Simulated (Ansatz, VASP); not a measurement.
# One calculation of LiF, two programs

The input INCAR:

```
SYSTEM = LiF
PREC = Accurate
ENCUT = 520
EDIFF = 1E-6
ISMEAR = 0
SIGMA = 0.05
LREAL = .False.
LASPH = .True.
NELM = 60
ALGO = Normal
ISIF = 2
LWAVE = .False.
LCHARG = .False.
GGA = PE
NBANDS = 18
```

Contents of KPOINTS:

```
regular mesh
0
Gamma
  9 9 6
  0 0 0
```

The input POSCAR:

```
LiF
1.0
    3.0946825828      0.0000000000      0.0000000000
   -1.5473412914      2.6800737333      0.0000000000
    0.0000000000      0.0000000000      5.0013165220
Li F
2 2
Direct
    0.3333333333      0.6666666667      0.3810713234
    0.6666666667      0.3333333333      0.8810713234
    0.3333333333      0.6666666667      0.9939266766
    0.6666666667      0.3333333333      0.4939266766
```

Input for Ansatz:

```yaml
crystal:
  lattice:
    - [3.0946825828, 0.0, 0.0]
    - [-1.5473412914, 2.6800737333, 0.0]
    - [0.0, 0.0, 5.001316522]
  atoms:
    - { symbol: Li, position: [0.3333333333, 0.6666666667, 0.3810713234] }
    - { symbol: Li, position: [0.6666666667, 0.3333333333, 0.8810713234] }
    - { symbol: F, position: [0.3333333333, 0.6666666667, 0.9939266766] }
    - { symbol: F, position: [0.6666666667, 0.3333333333, 0.4939266766] }
basis:
  ecutwfc: 520.0
kpoints:
  mp_grid: { grid: [9, 9, 6] }
hamiltonian:
  xc: pbe
scf:
  occupations: { method: gaussian, width: 0.05 }
output:
  forces: true
  stress: true
  eigenvalues: true
```

Alike in both runs: task single point; functional PBE; k mesh 9 × 9 × 6; occupations gaussian, width 0.05 eV; no spin polarisation.

|  | VASP | Ansatz |
| --- | --- | --- |
| version | VASP 6.6.1 | Ansatz 0.2.0 |
| potentials or method | VASP PAW PBE potentials, release 64 (Li_sv, F), cutoff 520 eV | scalar-relativistic, plane waves, PAW |
| valence electrons in the cell | 20 | 20 |

|  | VASP | Ansatz | Ansatz less VASP |
| --- | --- | --- | --- |
| gap on the k mesh at the Fermi level (eV) | 7.61 | 7.63 | +0.012 |
| least direct gap on the mesh (eV) | 7.61 | 7.63 | +0.012 |
| rms of the force components (eV/Å) | 0.052 | 0.049 | -0.0028 |

Atom by atom the forces differ by 0.003 eV/Å (rms over components). The functional is the same, so the differences come from potentials, cutoffs and numerics.

Noted on VASP's run: the cutoff is short for stress, so the pressure is rough.
